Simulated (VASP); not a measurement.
The system is Ru.

```
Ru
1.0
     2.70000    0.00000    0.00000
    -1.35000    2.33827    0.00000
     0.00000    0.00000    4.27680
Ru
2
Cartesian
  0.0000 1.5588 3.2076
  1.3500 0.7794 1.0692
```

| Property | Result |
| --- | --- |
| Program | VASP 6.6.1 |
| Task | relaxation of cell and atoms |
| Functional | PBEsol |
| Potentials or basis | VASP PAW PBE potentials, release 64 (Ru_pv) |
| Cutoff | 600 eV |
| k mesh | 14 × 14 × 8 |
| Occupations | gaussian, width 0.05 eV |
| Spin | no spin polarisation |

At the start: pressure -4.6 GPa; volume 13.50 Å³/atom.

**Question.** How do energy, volume and symmetry change on relaxing?

**Answer.** Over 6 steps the energy falls by 3.0 meV/atom and the volume is 13.32 Å³/atom (-1.4 %); space group P6_3/mmc (No. 194, to 0.1 Å) before and after.

The path:
```
step  energy change (eV)  largest force (eV/Å)  pressure (GPa)  volume (Å³)
   1              0.0000                0.0000           -4.59        27.00
   2              0.0521                0.0000           16.89        25.52
   3             -0.0058                0.0000           -0.05        26.63
   4             -0.0058                0.0000            0.20        26.62
   5             -0.0059                0.0000           -0.08        26.64
   6             -0.0060                0.0000            0.10        26.63
```

Final structure:
```cif
data_structure
_symmetry_space_group_name_H-M 'P 1'
_symmetry_Int_Tables_number 1
_cell_length_a 2.6920
_cell_length_b 2.6920
_cell_length_c 4.2438
_cell_angle_alpha 90.000
_cell_angle_beta 90.000
_cell_angle_gamma 120.000
_cell_volume 26.63
loop_
_atom_site_label
_atom_site_type_symbol
_atom_site_fract_x
_atom_site_fract_y
_atom_site_fract_z
_atom_site_occupancy
Ru1 Ru 0.33333 0.66667 0.75000 1
Ru2 Ru 0.66667 0.33333 0.25000 1
```

Caveat: the PAW data sets were made with another functional, which shifts forces and pressure a little.
